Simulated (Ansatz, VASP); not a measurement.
# SiO2: VASP beside Ansatz

```
Si O
1.0
    -2.44527    2.44527    3.74400
     2.44527   -2.44527    3.74400
     2.44527    2.44527   -3.74400
Si O
2 4
Direct
  0.00000 0.00000 0.00000
  0.75000 0.25000 0.50000
  0.99838 0.62500 0.87338
  0.37500 0.24838 0.37338
  0.75162 0.12500 0.12662
  0.87500 0.00162 0.62662
```

Change from the starting cell: equal xx and yy strain of +3 %.

Alike in both runs: task single point; functional PBE; k mesh 7 × 7 × 7; occupations fermi-dirac, width 0.03 eV; no spin polarisation.

|  | VASP | Ansatz |
| --- | --- | --- |
| version | VASP 6.6.1 | Ansatz 0.2.0 |
| potentials or method | VASP PAW PBE potentials, release 64 (Si, O), cutoff 520 eV | all-electron LAPW, scalar-relativistic |

```tsv
	VASP	Ansatz	Ansatz less VASP
gap on the k mesh at the Fermi level (eV)	5.66	5.67	+0.013
pressure (GPa)	-5.5	-5.6	-0.11
traceless stress, the component that is largest in VASP (GPa)	-0.20	-0.24	-0.042
rms of the force components (eV/Å)	0.286	0.286	-0.0001
```

Atom by atom the forces differ by 0.000 eV/Å (rms over components). Ansatz ran all-electron here, and VASP with PAW potentials.
